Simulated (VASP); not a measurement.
In2S: single point with PBE

Crystal: In2S.

```
CELL_PARAMETERS angstrom
0.00000 3.62907 3.62907
3.62907 0.00000 3.62907
3.62907 3.62907 0.00000
ATOMIC_POSITIONS crystal
S 0.00000 0.00000 0.00000
In 0.25000 0.25000 0.25000
In 0.75000 0.75000 0.75000
```

```
Program             : VASP 6.6.1
Task                : single point
Functional          : PBE
Potentials or basis : VASP PAW PBE potentials, release 64 (S, In_d)
Cutoff              : 500 eV
k mesh              : 4 × 4 × 4
Occupations         : gaussian, width 0.05 eV
Spin                : no spin polarisation
```

The pressure is -0.2 GPa and the band gap on the k mesh is 0.23 eV (least direct gap 1.23 eV).

Levels at points of the mesh, in eV from the valence-band top:
```
           k point  band 13  band 14  band 15  band 16  band 17  band 18  band 19  band 20
(0.00, 0.00, 0.00)    -2.61    -2.61    -2.61    -1.54     0.57     0.57     0.57     4.71
(0.50, 0.00, 0.00)    -4.36    -3.00    -3.00     0.00     1.29     1.29     2.47     3.76
(0.50, 0.50, 0.00)    -3.67    -3.67    -3.61    -1.00     0.23     2.71     2.71     5.23
```

It took 19 s on 1 thread of AMD EPYC 7R13 Processor (Zen 3), on a shared host, peak memory 0.2 GiB.

Caveat: spin-orbit coupling is left out, which moves the levels of the heavy elements. A k mesh can miss the band edges.
